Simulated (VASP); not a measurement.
# MgO (Fm-3m) in VASP: further runs

MgO is run at these levels: PBE; tasks: vibrations by perturbation theory.

Everything below comes from runs of VASP 6.6.1. Logs are shortened: lines on timing, memory, paths and dates and some standing lists are left out, and cuts for length are marked.

## 1. The cell of the first run

The structure is cubic, space group Fm-3m (No. 225). Conventional cell: a = 4.136 Å, b = 4.136 Å, c = 4.136 Å, α = 90.00°, β = 90.00°, γ = 90.00°. Mg (site symmetry m-3m) has 6 O at 2.07 Å within 2.7 Å. Within 2.7 Å of O (site symmetry m-3m) lie 6 Mg at 2.07 Å.

## 2. Vibrations by perturbation theory, PBE

The input, INCAR:

```
SYSTEM = MgO
ALGO = Normal
EDIFF = 1E-8
ENCUT = 520
GGA = PE
IBRION = 8
ISIF = 2
ISMEAR = 0
LASPH = .TRUE.
LCHARG = .FALSE.
LEPSILON = .TRUE.
LREAL = .FALSE.
LWAVE = .FALSE.
NBANDS = 11
NELM = 60
NSW = 1
PREC = Accurate
SIGMA = 0.01
```

The input, KPOINTS:

```
k-points
0
G
  10 10 10
  0 0 0
```

The input, POSCAR:

```
MgO
1.0
    0.0000000000      2.0677851755      2.0677851755
    2.0677851755      0.0000000000      2.0677851755
    2.0677851755      2.0677851755      0.0000000000
Mg O
1 1
Direct
    0.0000000000      0.0000000000      0.0000000000
    0.5000000000      0.5000000000      0.5000000000
```

Potentials or basis: VASP PAW PBE potentials, release 64 (Mg, O).

Started as:

```bash
$ cat potpaw_PBE.64/Mg/POTCAR potpaw_PBE.64/O/POTCAR > POTCAR
$ mpirun -np 1 vasp_std > vasp.out
```

OUTCAR:

```text
SYSTEM = MgO
   EDIFF = 1E-8
   ENCUT = 520
   GGA = PE
   IBRION = 8
   ISIF = 2
   ISMEAR = 0
   LASPH = .TRUE.
   LEPSILON = .TRUE.
   LREAL = .FALSE.
   NELM = 60
   NSW = 1
   PREC = Accurate

 ion  position               nearest neighbor table
   1  0.000  0.000  0.000-   2 2.07   2 2.07   2 2.07   2 2.07   2 2.07   2 2.07
   2  0.500  0.500  0.500-   1 2.07   1 2.07   1 2.07   1 2.07   1 2.07   1 2.07

  LATTYP: Found a face centered cubic cell.
 ALAT       =     4.1355703510

  Lattice vectors:

 A1 = (   0.0000000000,   2.0677851755,   2.0677851755)
 A2 = (   2.0677851755,   0.0000000000,   2.0677851755)
 A3 = (   2.0677851755,   2.0677851755,   0.0000000000)

Analysis of symmetry for initial positions (statically):
=====================================================================
 Subroutine PRICEL returns:
 Original cell was already a primitive cell.

 Routine SETGRP: Setting up the symmetry group for a
 face centered cubic supercell.

 Subroutine GETGRP returns: Found 48 space group operations
 (whereof 48 operations were pure point group operations)
 out of a pool of 48 trial point group operations.

The static configuration has the point symmetry O_h .

Analysis of symmetry for dynamics (positions and initial velocities):
=====================================================================
 Subroutine PRICEL returns:
 Original cell was already a primitive cell.

 Routine SETGRP: Setting up the symmetry group for a
 face centered cubic supercell.

 Subroutine GETGRP returns: Found 48 space group operations
 (whereof 48 operations were pure point group operations)
 out of a pool of 48 trial point group operations.

The dynamic configuration has the point symmetry O_h .

 Subroutine INISYM returns: Found 48 space group operations
 (whereof 48 operations are pure point group operations),
 and found     1 'primitive' translations

----------------------------------------------------------------------------------------

                                     Primitive cell

  volume of cell :      17.6826

  direct lattice vectors                    reciprocal lattice vectors
     0.000000000  2.067785176  2.067785176    -0.241804616  0.241804616  0.241804616
     2.067785176  0.000000000  2.067785176     0.241804616 -0.241804616  0.241804616
     2.067785176  2.067785176  0.000000000     0.241804616  0.241804616 -0.241804616

  length of vectors
     2.924289839  2.924289839  2.924289839     0.418817880  0.418817880  0.418817880

  position of ions in fractional coordinates (direct lattice)
     0.000000000  0.000000000  0.000000000
     0.500000000  0.500000000  0.500000000

  ion indices of the primitive-cell ions
   primitive index   ion index
                 1           1
                 2           2

----------------------------------------------------------------------------------------

 KPOINTS: k-points

Automatic generation of k-mesh.
 Grid dimensions read from file:
 generate k-points for:   10   10   10

[... 486 lines left out ...]
 ------------------------------------------------------

 Free energy of the ion-electron system (eV)
  ---------------------------------------------------
  ---------------------------------------------------
  free energy    TOTEN  =        -0.11137914 eV

  energy without entropy =       -0.11137914

------------------------ aborting loop because EDIFF is reached ----------------------------------------

--------------------------------------- Ionic step        2  -------------------------------------------

------------------------ aborting loop because EDIFF is reached ----------------------------------------

--------------------------------------- Ionic step        3  -------------------------------------------

------------------------ aborting loop because EDIFF is reached ----------------------------------------

 PIEZOELECTRIC TENSOR FIELD DIRECTION 3  (e Angst)
 -----------------------------------------------------------------------------
    -0.00015  0.00000  0.00000           ( -0.00001  0.00000  0.00000)
     0.00000 -0.00015 -0.00000           (  0.00000 -0.00001  0.00000)
     0.00000 -0.00000 -0.00017           (  0.00000  0.00000 -0.00001)

 PIEZOELECTRIC TENSOR FIELD DIRECTION 3  (C/m^2)
 -----------------------------------------------------------------------------
    -0.00013  0.00000  0.00000
     0.00000 -0.00013 -0.00000
     0.00000 -0.00000 -0.00015

--------------------------------------- Ionic step        4  -------------------------------------------

------------------------ aborting loop because EDIFF is reached ----------------------------------------

[... ionic steps 5 to 6 ...]

--------------------------------------- Ionic step        7  -------------------------------------------

 Free energy of the ion-electron system (eV)
  ---------------------------------------------------
  ---------------------------------------------------
  free energy    TOTEN  =        -0.35993207 eV

  energy without entropy =       -0.35993207

------------------------ aborting loop because EDIFF is reached ----------------------------------------

 INTERNAL STRAIN TENSOR  FOR ION    2  DIRECTION 1   (eV/Angst):
 -----------------------------------------------------------------------------
    -0.00476 -0.00000  0.00000
     0.00000  0.00697 -0.00000
     0.00000 -0.00000  0.00697

 MACROSCOPIC STATIC DIELECTRIC TENSOR (including local field effects in DFT)
 ------------------------------------------------------
           3.068682     0.000000    -0.000000
           0.000000     3.068682     0.000000
          -0.000000     0.000000     3.068682
 ------------------------------------------------------

 PIEZOELECTRIC TENSOR (including local field effects)  for field in x, y, z        (e  Angst)
          XX          YY          ZZ          XY          YZ          ZX
  --------------------------------------------------------------------------------
  x     0.00000     0.00000     0.00000     0.00000     0.00000     0.00000
  y     0.00000     0.00000     0.00000     0.00000     0.00000     0.00000
  z     0.00000     0.00000     0.00000     0.00000     0.00000     0.00000

 PIEZOELECTRIC TENSOR (including local field effects)  for field in x, y, z        (C/m^2)
          XX          YY          ZZ          XY          YZ          ZX
  --------------------------------------------------------------------------------
  x     0.00000     0.00000     0.00000     0.00000     0.00000     0.00000
  y     0.00000     0.00000     0.00000     0.00000     0.00000     0.00000
  z     0.00000     0.00000     0.00000     0.00000     0.00000     0.00000

 BORN EFFECTIVE CHARGES (including local field effects) (in |e|, cummulative output)
 ---------------------------------------------------------------------------------
 ion    1
    1     1.94673     0.00000    -0.00000
    2     0.00000     1.94673    -0.00000
    3    -0.00000     0.00000     1.94673
 ion    2
    1    -1.94673    -0.00000     0.00000
    2    -0.00000    -1.94673     0.00000
    3     0.00000    -0.00000    -1.94673

 INTERNAL STRAIN TENSOR FOR ION    2 for displacements in x,y,z  (eV/Angst):
          X           Y           Z          XY          YZ          ZX
  --------------------------------------------------------------------------------
  x     0.00000     0.00000     0.00000     0.00000     0.00000     0.00000
  y     0.00000     0.00000     0.00000     0.00000     0.00000     0.00000
  z     0.00000     0.00000     0.00000     0.00000     0.00000     0.00000

 SECOND DERIVATIVES (NOT SYMMETRIZED)
 ------------------------------------
               1X          1Y          1Z          2X          2Y          2Z
  1X    -7.097965    0.000000    0.000000    7.097965    0.000000    0.000000
  1Y     0.000000   -7.097965    0.000000    0.000000    7.097965    0.000000
  1Z     0.000000    0.000000   -7.097965    0.000000    0.000000    7.097965
  2X     7.087182    0.000000    0.000000   -7.087182    0.000000    0.000000
  2Y     0.000000    7.087182    0.000000    0.000000   -7.087182    0.000000
  2Z     0.000000    0.000000    7.087182    0.000000    0.000000   -7.087182

 Eigenvectors and eigenvalues of the dynamical matrix
 ----------------------------------------------------

   1 f  =   13.402639 THz    84.211265 2PiTHz  447.063917 cm-1    55.428836 meV
             X         Y         Z           dx          dy          dz
      0.000000  0.000000  0.000000     0.000000    0.630347    0.000000
      2.067785  2.067785  2.067785     0.000000   -0.776314    0.000000
[... 21 lines left out ...]
   6 f/i=    0.004986 THz     0.031327 2PiTHz    0.166312 cm-1     0.020620 meV
             X         Y         Z           dx          dy          dz
      0.000000  0.000000  0.000000     0.000000    0.000000    0.776314
      2.067785  2.067785  2.067785     0.000000    0.000000    0.630347

--------------------------------------------------------------------------------------------------------

 MACROSCOPIC STATIC DIELECTRIC TENSOR IONIC CONTRIBUTION
 ------------------------------------------------------
           5.467997     0.000000    -0.000000
           0.000000     5.467997    -0.000000
          -0.000000    -0.000000     5.467997
 ------------------------------------------------------

 ELASTIC MODULI CONTR FROM IONIC RELAXATION (kBar)
 Direction    XX          YY          ZZ          XY          YZ          ZX
 --------------------------------------------------------------------------------
 XX           0.0000      0.0000      0.0000      0.0000      0.0000      0.0000
 YY           0.0000      0.0000      0.0000      0.0000      0.0000      0.0000
 ZZ           0.0000      0.0000      0.0000      0.0000      0.0000      0.0000
 XY           0.0000      0.0000      0.0000      0.0000      0.0000      0.0000
 YZ           0.0000      0.0000      0.0000      0.0000      0.0000      0.0000
 ZX           0.0000      0.0000      0.0000      0.0000      0.0000      0.0000
 --------------------------------------------------------------------------------

 PIEZOELECTRIC TENSOR IONIC CONTR  for field in x, y, z        (C/m^2)
          XX          YY          ZZ          XY          YZ          ZX
  --------------------------------------------------------------------------------
  x     0.00000     0.00000     0.00000     0.00000     0.00000     0.00000
  y     0.00000     0.00000     0.00000     0.00000     0.00000     0.00000
  z     0.00000     0.00000     0.00000     0.00000     0.00000     0.00000
```

Run time: 1.8 min. Hardware: 1 thread of Intel Xeon Platinum 8259CL at 2.50GHz (Skylake/Cascade Lake), shared host; peak memory 0.19 GiB.

What came out:

* Electronic dielectric tensor (diagonal): 3.07
* Born charges (mean of the diagonal): Mg +1.95; O -1.95 e
* Highest phonon frequency at Γ, LO-TO splitting left out: 447 cm⁻¹

Phonon frequencies in cm⁻¹ (negative: imaginary):
```tsv
q point	frequencies
(0.000, 0.000, 0.000)	0 0 0 447 447 447
```

Electronic dielectric tensor:
```
3.07 0.00 0.00
0.00 3.07 0.00
0.00 0.00 3.07
```

Born effective charge tensors (e):
atom 1, Mg
```
1.95 0.00 0.00
0.00 1.95 0.00
0.00 0.00 1.95
```
atom 2, O
```
-1.95  0.00  0.00
 0.00 -1.95  0.00
 0.00  0.00 -1.95
```

Caveat: the cell wasn't relaxed at this level first, which shifts response properties.

## 3. Vibrations by perturbation theory, PBE

This run uses another cell than the first one, of 9.17 Å³/atom, 1.037 times its volume.

Changes to INCAR since step 2:

```diff
@@ -13,3 +13,2 @@
 LWAVE = .FALSE.
-NBANDS = 11
 NELM = 60
```

KPOINTS is that of step 2.

The input, POSCAR:

```
MgO
1.0
    0.0000000000      2.0927575063      2.0927575063
    2.0927575063      0.0000000000      2.0927575063
    2.0927575063      2.0927575063      0.0000000000
Mg O
1 1
Direct
    0.0000000000      0.0000000000      0.0000000000
    0.5000000000      0.5000000000      0.5000000000
```

Potentials or basis: VASP PAW PBE potentials, release 64 (Mg, O).

Started as:

```bash
$ cat potpaw_PBE.64/Mg/POTCAR potpaw_PBE.64/O/POTCAR > POTCAR
$ mpirun -np 1 vasp_std > vasp.out
```

OUTCAR:

```text
SYSTEM = MgO
   EDIFF = 1E-8
   ENCUT = 520
   GGA = PE
   IBRION = 8
   ISIF = 2
   ISMEAR = 0
   LASPH = .TRUE.
   LEPSILON = .TRUE.
   LREAL = .FALSE.
   NELM = 60
   NSW = 1
   PREC = Accurate

 ion  position               nearest neighbor table
   1  0.000  0.000  0.000-   2 2.09   2 2.09   2 2.09   2 2.09   2 2.09   2 2.09
   2  0.500  0.500  0.500-   1 2.09   1 2.09   1 2.09   1 2.09   1 2.09   1 2.09

  LATTYP: Found a face centered cubic cell.
 ALAT       =     4.1855150126

  Lattice vectors:

 A1 = (   0.0000000000,   2.0927575063,   2.0927575063)
 A2 = (   2.0927575063,   0.0000000000,   2.0927575063)
 A3 = (   2.0927575063,   2.0927575063,   0.0000000000)

Analysis of symmetry for initial positions (statically):
[... 567 lines left out ...]
  z     0.00000     0.00000     0.00000     0.00000     0.00000     0.00000

 SECOND DERIVATIVES (NOT SYMMETRIZED)
 ------------------------------------
               1X          1Y          1Z          2X          2Y          2Z
  1X    -6.051851    0.000000    0.000000    6.051851    0.000000    0.000000
  1Y     0.000000   -6.051851    0.000000    0.000000    6.051851    0.000000
  1Z     0.000000    0.000000   -6.051851    0.000000    0.000000    6.051851
  2X     6.064807    0.000000    0.000000   -6.064807    0.000000    0.000000
  2Y     0.000000    6.064807    0.000000    0.000000   -6.064807    0.000000
  2Z     0.000000    0.000000    6.064807    0.000000    0.000000   -6.064807

 Eigenvectors and eigenvalues of the dynamical matrix
 ----------------------------------------------------

   1 f  =   12.389299 THz    77.844259 2PiTHz  413.262516 cm-1    51.237999 meV
             X         Y         Z           dx          dy          dz
      0.000000  0.000000  0.000000     0.000000    0.629652    0.000000
      2.092758  2.092758  2.092758    -0.000000   -0.776878    0.000000
[... 21 lines left out ...]
   6 f/i=    0.006480 THz     0.040717 2PiTHz    0.216159 cm-1     0.026800 meV
             X         Y         Z           dx          dy          dz
      0.000000  0.000000  0.000000     0.000000    0.000000    0.776878
      2.092758  2.092758  2.092758     0.000000    0.000000    0.629652

--------------------------------------------------------------------------------------------------------

 MACROSCOPIC STATIC DIELECTRIC TENSOR IONIC CONTRIBUTION
 ------------------------------------------------------
           6.267849     0.000000     0.000000
           0.000000     6.267849     0.000000
           0.000000     0.000000     6.267849
 ------------------------------------------------------

 ELASTIC MODULI CONTR FROM IONIC RELAXATION (kBar)
 Direction    XX          YY          ZZ          XY          YZ          ZX
 --------------------------------------------------------------------------------
 XX           0.0000      0.0000      0.0000      0.0000      0.0000      0.0000
 YY           0.0000      0.0000      0.0000      0.0000      0.0000      0.0000
 ZZ           0.0000      0.0000      0.0000      0.0000      0.0000      0.0000
 XY           0.0000      0.0000      0.0000      0.0000      0.0000      0.0000
 YZ           0.0000      0.0000      0.0000      0.0000      0.0000      0.0000
 ZX           0.0000      0.0000      0.0000      0.0000      0.0000      0.0000
 --------------------------------------------------------------------------------

 PIEZOELECTRIC TENSOR IONIC CONTR  for field in x, y, z        (C/m^2)
          XX          YY          ZZ          XY          YZ          ZX
  --------------------------------------------------------------------------------
  x     0.00000     0.00000     0.00000     0.00000     0.00000     0.00000
  y     0.00000     0.00000     0.00000     0.00000     0.00000     0.00000
  z     0.00000     0.00000     0.00000     0.00000     0.00000     0.00000
```

stdout:

```text
POSCAR found type information on POSCAR MgO
 POSCAR found :  2 types and       2 ions
 scaLAPACK will be used
 LDA part: xc-table for (Slater+PW92), standard interpolation
 POSCAR, INCAR and KPOINTS ok, starting setup
 FFT: planning ... GRIDC
 FFT: planning ... GRID_SOFT
 FFT: planning ... GRID
 WAVECAR not read
 entering main loop
[... 23 lines left out ...]
  Direction:   3
 dielectric tensor                  component  3 :     0.036     0.236     3.109
 Linear response DOF=           2
 Linear response progress:
 first order change of Fermi-energy   0.50221E-04
 force on displaced ion       1 direction 1 :  -6.052   0.000   0.000
 Born effective charge ion    1 direction 1 :   1.961   0.000   0.000
 Linear response progress:
 first order change of Fermi-energy   0.12831E-02
 force on displaced ion       2 direction 1 :  -6.065   0.000   0.000
 Born effective charge ion    2 direction 1 :  -1.962   0.000   0.000
 Born effective charges drift removed
 Linear response finished
```

It took 93 s on 1 thread of Intel Xeon Platinum 8259CL at 2.50GHz (Skylake/Cascade Lake), shared host; peak memory 0.18 GiB.

What came out:

```yaml
Electronic_dielectric_tensor_diagonal: 3.11
Born_charges_mean_of_the_diagonal: Mg +1.96; O -1.96 e
Highest_phonon_frequency_at_Γ_LO-TO_splitting_left_out: 413 cm⁻¹
```

Phonon frequencies in cm⁻¹ (negative: imaginary):
```
              q point        frequencies
(0.000, 0.000, 0.000)  0 0 0 413 413 413
```

Electronic dielectric tensor:
```
3.11 0.00 0.00
0.00 3.11 0.00
0.00 0.00 3.11
```

Born effective charge tensors (e):
atom 1, Mg
```
1.96 0.00 0.00
0.00 1.96 0.00
0.00 0.00 1.96
```
atom 2, O
```
-1.96  0.00  0.00
 0.00 -1.96  0.00
 0.00  0.00 -1.96
```

Caveat: the cell wasn't relaxed at this level first, which shifts response properties.
